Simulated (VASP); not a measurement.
Wanted: the native input for a VASP 6.6.1 run.

```
Task                   : single point
Functional             : PBE
Potentials or basis    : VASP PAW PBE potentials, release 64 (Zr_sv, Si)
Cutoff                 : 520 eV
k mesh                 : 6 × 6 × 6
Occupations            : gaussian, width 0.1 eV
Spin                   : no spin polarisation
Dipole correction      : no
Further INCAR settings : ALGO = Normal; EDIFF = 1e-07; NBANDS = 17
```

The structure of ZrSi2 lies in POSCAR:

```
ZrSi2
1.0
   -1.9278526900      1.9278526900      3.5921819800
    1.9278526900     -1.9278526900      3.5921819800
    1.9278526900      1.9278526900     -3.5921819800
Zr Si
1 2
Direct
    0.0000000000      0.0000000000      0.0000000000
    0.5000000000      0.0000000000      0.5000000000
    0.0000000000      0.5000000000      0.5000000000
```

The cell was generated, and may not be a known phase.

The input as run:

INCAR

```
PREC = Accurate
ENCUT = 520
EDIFF = 1E-7
ISMEAR = 0
SIGMA = 0.1
LREAL = False
LASPH = True
NELM = 60
ALGO = Normal
ISIF = 2
LWAVE = False
LCHARG = False
GGA = PE
NBANDS = 17
```

KPOINTS

```
regular mesh
0
Gamma
  6 6 6
```

Potentials or basis: VASP PAW PBE potentials, release 64 (Zr_sv, Si).

Run with:

```sh
$ cat potpaw_PBE.64/Zr_sv/POTCAR potpaw_PBE.64/Si/POTCAR > POTCAR
$ mpirun -np 1 vasp_std > vasp.out
```

Results of the run:

- Pressure: 95.9 GPa
- Band gap on the k mesh: zero (bands 10 and 11 overlap by 2.34 eV)

Caveat: the stress differs along the axes, from -6 to 147 GPa.

Run time: 39 s on 1 thread of Oxide Virtual Turin-like Processor (shared host), peak memory 0.18 GiB.
